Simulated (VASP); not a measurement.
# SnW4 (F-43m) in VASP: notebook

SnW4 is run at these levels: PBE; tasks: single point, relaxation of cell and atoms.

All numbers are computed with VASP 6.6.1; they aren't measurements. Logs are shortened: lines on timing, memory, paths and dates and some standing lists are left out, and cuts for length are marked.

## Step 1: The cell of the first run

Symmetry: F-43m, No. 216, cubic system. The conventional cell has a = 7.545 Å, b = 7.545 Å, c = 7.545 Å, α = 90.00°, β = 90.00°, γ = 90.00°. Within 4.1 Å of Sn (site symmetry -43m) lie 12 W at 3.13 Å. W (site symmetry 3m) has 6 W at 2.61 to 2.72 Å and 3 Sn at 3.13 Å within 3.4 Å.

The cell was built from a structure type or drawn by symmetry, and may not be a known phase.

## Step 2: Single point, PBE

INCAR

```
PREC = Accurate
ENCUT = 520
EDIFF = 1E-6
ISMEAR = 0
SIGMA = 0.1
LREAL = False
LASPH = True
NELM = 60
ALGO = Fast
ISIF = 2
LWAVE = False
LCHARG = False
GGA = PE
NBANDS = 43
```

KPOINTS

```
Automatic mesh
0
Gamma
  10 10 10
```

POSCAR

```
SnW4
1.0
    0.0000000000      3.7723572305      3.7723572305
    3.7723572305      0.0000000000      3.7723572305
    3.7723572305      3.7723572305      0.0000000000
Sn W
1 4
Direct
    0.2500000000      0.2500000000      0.2500000000
    0.8723939066      0.3828182801      0.8723939066
    0.8723939066      0.8723939066      0.8723939066
    0.3828182801      0.8723939066      0.8723939066
    0.8723939066      0.8723939066      0.3828182801
```

Potentials or basis: VASP PAW PBE potentials, release 64 (Sn_d, W_sv).

Command:

```bash
$ cat potpaw_PBE.64/Sn_d/POTCAR potpaw_PBE.64/W_sv/POTCAR > POTCAR
$ mpirun -np 1 vasp_std > vasp.out
```

OUTCAR:

```text
PREC = Accurate
   ENCUT = 520
   EDIFF = 1E-6
   ISMEAR = 0
   LREAL = False
   LASPH = True
   NELM = 60
   ISIF = 2
   GGA = PE

 ion  position               nearest neighbor table
   1  0.250  0.250  0.250-   2 3.13   5 3.13   4 3.13   5 3.13   2 3.13   4 3.13   3 3.13   3 3.13
                             3 3.13   2 3.13   4 3.13   5 3.13
   2  0.872  0.383  0.872-   3 2.61   4 2.61   5 2.61   4 2.72   5 2.72   3 2.72   1 3.13   1 3.13
                             1 3.13
   3  0.872  0.872  0.872-   2 2.61   4 2.61   5 2.61   4 2.72   2 2.72   5 2.72   1 3.13   1 3.13
                             1 3.13
   4  0.383  0.872  0.872-   2 2.61   3 2.61   5 2.61   2 2.72   5 2.72   3 2.72   1 3.13   1 3.13
                             1 3.13
   5  0.872  0.872  0.383-   2 2.61   3 2.61   4 2.61   2 2.72   4 2.72   3 2.72   1 3.13   1 3.13
                             1 3.13

  LATTYP: Found a face centered cubic cell.
 ALAT       =     7.5447144610

  Lattice vectors:

 A1 = (   0.0000000000,   3.7723572305,   3.7723572305)
 A2 = (   3.7723572305,   0.0000000000,   3.7723572305)
 A3 = (   3.7723572305,   3.7723572305,   0.0000000000)

Analysis of symmetry for initial positions (statically):
=====================================================================
 Subroutine PRICEL returns:
 Original cell was already a primitive cell.

 Routine SETGRP: Setting up the symmetry group for a
 face centered cubic supercell.

 Subroutine GETGRP returns: Found 24 space group operations
 (whereof 24 operations were pure point group operations)
 out of a pool of 48 trial point group operations.

The static configuration has the point symmetry T_d .

Analysis of symmetry for dynamics (positions and initial velocities):
=====================================================================
 Subroutine PRICEL returns:
 Original cell was already a primitive cell.

 Routine SETGRP: Setting up the symmetry group for a
 face centered cubic supercell.

 Subroutine GETGRP returns: Found 24 space group operations
 (whereof 24 operations were pure point group operations)
 out of a pool of 48 trial point group operations.

The dynamic configuration has the point symmetry T_d .

 Subroutine INISYM returns: Found 24 space group operations
 (whereof 24 operations are pure point group operations),
 and found     1 'primitive' translations

----------------------------------------------------------------------------------------

                                     Primitive cell

  volume of cell :     107.3664

  direct lattice vectors                    reciprocal lattice vectors
     0.000000000  3.772357230  3.772357230    -0.132543121  0.132543121  0.132543121
     3.772357230  0.000000000  3.772357230     0.132543121 -0.132543121  0.132543121
     3.772357230  3.772357230  0.000000000     0.132543121  0.132543121 -0.132543121

  length of vectors
     5.334918757  5.334918757  5.334918757     0.229571419  0.229571419  0.229571419

  position of ions in fractional coordinates (direct lattice)
     0.250000000  0.250000000  0.250000000
     0.872393907  0.382818280  0.872393907
     0.872393907  0.872393907  0.872393907
     0.382818280  0.872393907  0.872393907
     0.872393907  0.872393907  0.382818280

  ion indices of the primitive-cell ions
   primitive index   ion index
                 1           1
                 2           2
                 3           3
                 4           4
                 5           5

----------------------------------------------------------------------------------------

 KPOINTS: Automatic mesh

Automatic generation of k-mesh.
 Grid dimensions read from file:
 generate k-points for:   10   10   10

 Generating k-lattice:

  Cartesian coordinates                     Fractional coordinates (reciprocal lattice)
    -0.013254312  0.013254312  0.013254312     0.100000000  0.000000000  0.000000000
     0.013254312 -0.013254312  0.013254312     0.000000000  0.100000000  0.000000000
     0.013254312  0.013254312 -0.013254312     0.000000000  0.000000000  0.100000000

  Length of vectors
     0.022957142  0.022957142  0.022957142

  Shift w.r.t. Gamma in fractional coordinates (k-lattice)
     0.000000000  0.000000000  0.000000000

 Subroutine IBZKPT returns following result:
 ===========================================

 Found     47 irreducible k-points:

 Following reciprocal coordinates:
            Coordinates               Weight
  0.000000  0.000000  0.000000      1.000000
  0.100000  0.000000  0.000000      8.000000
  0.200000  0.000000  0.000000      8.000000
  0.300000  0.000000  0.000000      8.000000
  0.400000  0.000000  0.000000      8.000000
  0.500000  0.000000  0.000000      4.000000
[... 16 lines left out ...]
  0.300000  0.300000  0.000000      6.000000
  0.400000  0.300000  0.000000     24.000000
 [... further k-points ...]
   k-points           NKPTS =     47   k-points in BZ     NKDIM =     47   number of bands    NBANDS=     43
   number of dos      NEDOS =    301   number of ions     NIONS =      5
   total plane-waves  NPLWV =  64000
   dimension x,y,z NGX =    40 NGY =   40 NGZ =   40
   dimension x,y,z NGXF=    80 NGYF=   80 NGZF=   80
   ions per type =               1   4
   NGX,Y,Z   is equivalent  to a cutoff of  12.46, 12.46, 12.46 a.u.
   NGXF,Y,Z  is equivalent  to a cutoff of  24.93, 24.93, 24.93 a.u.
 SYSTEM =  unknown system
   PREC   = accura    normal or accurate (medium, high low for compatibility)
   ISTART =      0    job   : 0-new  1-cont  2-samecut
   ICHARG =      2    charge: 1-file 2-atom 10-const
   ISPIN  =      1    spin polarized calculation?
   LNONCOLLINEAR =      F non collinear calculations
   LSORBIT =      F    spin-orbit coupling
   LASPH  =      T    aspherical Exc in radial PAW
   ENCUT  =  520.0 eV  38.22 Ry    6.18 a.u.   9.92  9.92  9.92*2*pi/ulx,y,z
   NELM   =     60;   NELMIN=  2; NELMDL= -5     # of ELM steps
   EDIFF  = 0.1E-05   stopping-criterion for ELM
   LREAL  =      F    real-space projection
   EDIFFG = 0.1E-04   stopping-criterion for IOM
   NSW    =      0    number of steps for IOM
   IBRION =     -1    ionic relax: 0-MD 1-quasi-New 2-CG
   NFREE  =      0    steps in history (QN), initial steepest desc. (CG)
   ISIF   =      2    stress and relaxation
   ISYM   =      2    0-nonsym 1-usesym 2-fastsym
   POTIM  = 0.5000    time-step for ionic-motion
   TEBEG  =    0.0;   TEEND  =   0.0 temperature during run
   PSTRESS=    0.0 pullay stress
   NELECT =      70.0000    total number of electrons
   NUPDOWN=      -1.0000    fix difference up-down
   EMIN   =  10.00;   EMAX   =-10.00  energy-range for DOS
   EFERMI =   0.00;   METHOD = LEGACY
   ISMEAR =     0;   SIGMA  =   0.10  broadening in eV -4-tet -1-fermi 0-gaus
   EFERMI_NEDOS =   21; number of points for ismear=-14 and -15
   IALGO  =     68    algorithm
   IMIX   =      4    mixing-type and parameters
     AMIX     =   0.40;   BMIX     =  1.00
     AMIX_MAG =   1.60;   BMIX_MAG =  1.00
  volume/ion in A,a.u.               =      21.47       144.91
  Fermi-wavevector in a.u.,A,eV,Ry     =   1.419552  2.682565 27.417487  2.015128
  Thomas-Fermi vector in A             =   2.540561
   LORBIT       =      0    0 simple, 1 ext, 2 COOP (PROOUT), +10 PAW based schemes
   GGA     = PE    functional components
   LHFCALC =     F    Hartree Fock is set to
   AEXX    =    0.0000 exact exchange contribution
   IVDW    =     0    specifies the selected vdW correction
   LEPSILON=     F    determine dielectric tensor
   LRPA    =     F    only Hartree local field effects (RPA)
 non-spin polarized calculation
 RMM-DIIS sequential band-by-band and
 Gauss-broadening in eV      SIGMA  =   0.10
  energy-cutoff  :      520.00
  volume of cell :      107.37
 maximum number of plane-waves:      2914
   NGX = 19   NGY = 19   NGZ = 19

 number of electron      70.0000002 magnetization

 Free energy of the ion-electron system (eV)
  ---------------------------------------------------
  ext. energy  EPLUGINS =         0.00000000
  ---------------------------------------------------
  free energy    TOTEN  =       -49.54840466 eV

  energy without entropy =      -49.51485040  energy(sigma->0) =      -49.53162753

 E-fermi :   7.8902     XC(G=0): -11.5287

 val. band max:        7.8894803012   @ k =   0.5000   0.2000   0.1000
 cond. band min:       7.9000434264   @ k =   0.5000   0.1000   0.0000
 fundamental gap:      0.0105631252
 Fermi energy:         7.8902223195

 k-point     1 :       0.0000    0.0000    0.0000
  band No.  band energies     occupation
      1     -65.9275      2.00000
      2     -65.7579      2.00000
      3     -65.7579      2.00000
      4     -65.7579      2.00000
      5     -31.2020      2.00000
      6     -30.5275      2.00000
[... 35 lines left out ...]
     42      10.6101      0.00000
     43      11.5368      0.00000

 k-point     2 :       0.1000    0.0000    0.0000
  band No.  band energies     occupation
      1     -65.9246      2.00000
      2     -65.7608      2.00000
      3     -65.7579      2.00000
      4     -65.7579      2.00000
      5     -31.1767      2.00000
      6     -30.5203      2.00000
[... 35 lines left out ...]
     42      10.8301      0.00000
     43      11.2911      0.00000

 k-point     3 :       0.2000    0.0000    0.0000
  band No.  band energies     occupation
      1     -65.9166      2.00000
      2     -65.7691      2.00000
      3     -65.7579      2.00000
      4     -65.7579      2.00000
      5     -31.1081      2.00000
      6     -30.4949      2.00000
[... 35 lines left out ...]
     42      11.2974      0.00000
     43      11.4268      0.00000

 k-point     4 :       0.3000    0.0000    0.0000
  band No.  band energies     occupation
      1     -65.9052      2.00000
      2     -65.7807      2.00000
      3     -65.7579      2.00000
      4     -65.7579      2.00000
      5     -31.0192      2.00000
      6     -30.4561      2.00000
[... 863 lines left out ...]
     42      10.8114      0.00000
     43      11.3444      0.00000

 k-point    23 :       0.3000    0.3000    0.0000
  band No.  band energies     occupation
      1     -65.8957      2.00000
      2     -65.7904      2.00000
      3     -65.7579      2.00000
      4     -65.7579      2.00000
      5     -30.9249      2.00000
      6     -30.5331      2.00000
[... 35 lines left out ...]
     42      10.9674      0.00000
     43      11.0829      0.00000

 k-point    24 :       0.4000    0.3000    0.0000
  band No.  band energies     occupation
      1     -65.8851      2.00000
      2     -65.8011      2.00000
      3     -65.7579      2.00000
      4     -65.7579      2.00000
      5     -30.8396      2.00000
      6     -30.5287      2.00000
[... 35 lines left out ...]
     42      10.6778      0.00000
     43      10.7207      0.00000

 [... further k-points ...]
[... 5 lines left out ...]
  --------------------------------------------------------------------------------------
  -------------------------------------------------------------------------------------
  Total        0.2302844      0.2302844      0.2302844      0.0000000     -0.0000000      0.0000000
  in kB        3.4364230      3.4364230      3.4364230      0.0000000     -0.0000000      0.0000000
  external PRESSURE =       3.4364230 kB  Pullay stress =       0.0000000 kB

 VOLUME and BASIS-vectors are now :
 -----------------------------------------------------------------------------
  energy-cutoff  :      520.00
  volume of cell :      107.37
      direct lattice vectors                 reciprocal lattice vectors
     0.000000000  3.772357230  3.772357230    -0.132543121  0.132543121  0.132543121
     3.772357230  0.000000000  3.772357230     0.132543121 -0.132543121  0.132543121
     3.772357230  3.772357230  0.000000000     0.132543121  0.132543121 -0.132543121

 POSITION                                       TOTAL-FORCE (eV/Angst)
 -----------------------------------------------------------------------------------
      1.88618      1.88618      1.88618        -0.000000     -0.000000     -0.000000
      4.73511      6.58196      4.73511        -0.010839      0.010839     -0.010839
      6.58196      6.58196      6.58196         0.010839      0.010839      0.010839
      6.58196      4.73511      4.73511         0.010839     -0.010839     -0.010839
      4.73511      4.73511      6.58196        -0.010839     -0.010839      0.010839
 -----------------------------------------------------------------------------------
    total drift:                                0.000002      0.000002      0.000002

  FREE ENERGIE OF THE ION-ELECTRON SYSTEM (eV)
  ---------------------------------------------------
  free  energy   TOTEN  =       -49.5484046579 eV

  energy  without entropy=      -49.5148504050  energy(sigma->0) =      -49.53162753
```

Wall time 4.7 min (1 thread of AMD EPYC 7R13 (Zen 3), shared host); peak memory 0.32 GiB.

Results:

* Free energy: -49.5484 eV
* Pressure: 0.3 GPa
* Largest force: 0.019 eV/Å
* Band gap on the k mesh: zero (bands 35 and 36 overlap by 1.56 eV)

Forces on the atoms (eV/Å):
```
Sn   0.000  0.000  0.000
W   -0.011  0.011 -0.011
W    0.011  0.011  0.011
W    0.011 -0.011 -0.011
W   -0.011 -0.011  0.011
```

Caveat: spin-orbit coupling is left out, which moves the levels of the heavy elements.

(Part 1 of 2 ends here.)
